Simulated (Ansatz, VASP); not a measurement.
Hf: VASP beside Ansatz

File INCAR:

```
PREC     = Accurate       # precision mode
ENCUT    = 500            # plane-wave cutoff, eV
EDIFF    = 1E-6           # SCF threshold, eV
ISMEAR   = -1             # smearing method
SIGMA    = 0.1            # smearing width, eV
LREAL    = False          # projectors in reciprocal space
LASPH    = True           # aspherical terms in the spheres
NELM     = 120            # most SCF steps
ALGO     = Normal         # electronic algorithm
ISIF     = 2              # what is computed and relaxed
LWAVE    = False          # write WAVECAR
LCHARG   = False          # write CHGCAR
GGA      = PS             # functional
NBANDS   = 11             # bands
GGA_COMPAT= False
```

File KPOINTS:

```
Automatic mesh
0
Gamma
  17 17 17
```

POSCAR

```
Hf
1.0
    0.0000000000      1.9617961353      1.9617961353
    1.9617961353      0.0000000000      1.9617961353
    1.9617961353      1.9617961353      0.0000000000
Hf
1
Direct
    0.0000000000      0.0000000000      0.0000000000
```

Input for Ansatz:

```yaml
crystal:
  lattice:
    - [0.0, 1.9617961353, 1.9617961353]
    - [1.9617961353, 0.0, 1.9617961353]
    - [1.9617961353, 1.9617961353, 0.0]
  atoms:
    - { symbol: Hf, position: [0.0, 0.0, 0.0] }
kpoints:
  mp_grid: { grid: [17, 17, 17] }
scf:
  occupations: { method: fermi_dirac, width: 0.1 }
hamiltonian:
  xc: pbesol
  pseudopotentials: { kind: paw }
output:
  forces: true
  stress: true
  eigenvalues: true
```

Change from the starting cell: volume scaled by 0.699, to set the pressure.

Alike in both runs: task single point; functional PBEsol; k mesh 17 × 17 × 17; occupations fermi-dirac, width 0.1 eV; no spin polarisation.

|  | VASP | Ansatz |
| --- | --- | --- |
| version | VASP 6.6.1 | Ansatz 0.2.0 |
| potentials or method | VASP PAW PBE potentials, release 64 (Hf_pv) | PAW with Ansatz's default frozen-core files, scalar-relativistic |
| plane-wave cutoff (eV) | 500 | 420 |
| valence electrons in the cell | 10 | 26 |

```tsv
	VASP	Ansatz	Ansatz less VASP
pressure (GPa)	70.0	70.8	+0.82
```

VASP's potentials were made for PBE, not for PBEsol. Both programs put the cell under a high pressure, so it lies far from rest at this level. VASP's potentials hold 10 valence electrons a cell and Ansatz's 26, so a difference there can come from the potentials and not from the codes.

Spin-orbit coupling is off throughout. Noted on VASP's run: the cell as given lies far from equilibrium.
